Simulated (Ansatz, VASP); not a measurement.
## One calculation of PbO, two programs

```xyz
2
Lattice="0.0000 2.6277 2.6277 2.6277 0.0000 2.6277 2.6277 2.6277 0.0000" Properties=species:S:1:pos:R:3 pbc="T T T"
Pb    0.0000    0.0000    0.0000
O     2.6277    2.6277    2.6277
```

Alike in both runs: task relaxation of cell and atoms; functional PBE; k mesh 12 × 12 × 12; occupations gaussian, width 0.02 eV; no spin polarisation.

|  | VASP | Ansatz |
| --- | --- | --- |
| version | VASP 6.6.1 | Ansatz 0.2.0 |
| potentials or method | VASP PAW PBE potentials, release 64 (Pb_d, O), cutoff 600 eV | scalar-relativistic, plane waves, PAW |
| valence electrons in the cell | 20 | 20 |

```csv
,VASP,Ansatz,Ansatz less VASP
"gap on the k mesh at the Fermi level, each at its own relaxed structure (eV)",0.41,0.41,0.000
relaxed volume (Å³/atom),18.22,18.24,+0.013
relaxed cell length with the largest relative difference (Å),3.721,3.722,+0.0009
```

Spin-orbit coupling is off throughout.
